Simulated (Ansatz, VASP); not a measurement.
**Bi: VASP beside Ansatz**

```
CELL_PARAMETERS angstrom
-2.24139 1.72147 1.98143
2.24139 -1.72147 1.98143
2.24139 1.72147 -1.98143
ATOMIC_POSITIONS crystal
Bi 0.00000 0.00000 0.00000
```

Change from the starting cell: strain +0.1312 x Voigt [1, -1, 0, 0, 0, 0], atoms carried along.

Alike in both runs: task single point; functional LDA; k mesh 18 × 18 × 18; occupations gaussian, width 0.15 eV; no spin polarisation.

|  | VASP | Ansatz |
| --- | --- | --- |
| version | VASP 6.6.1 | Ansatz 0.2.0 |
| potentials or method | VASP PAW LDA potentials, release 64 (Bi_d), cutoff 520 eV | scalar-relativistic, plane waves, PAW |
| valence electrons in the cell | 15 | 15 |

```tsv
	VASP	Ansatz	Ansatz less VASP
gap on the k mesh at the Fermi level (eV)	none	none	-
pressure (GPa)	-1.6	-1.7	-0.07
traceless stress, the component that is largest in VASP (GPa)	-0.99	-0.99	+0.005
```

LDA's correlation is that of Perdew and Zunger in VASP and of Perdew and Wang (1992) in Ansatz. A gap of «none» marks a metal or a gap that the smearing closes.

Neither program's run includes spin-orbit coupling.
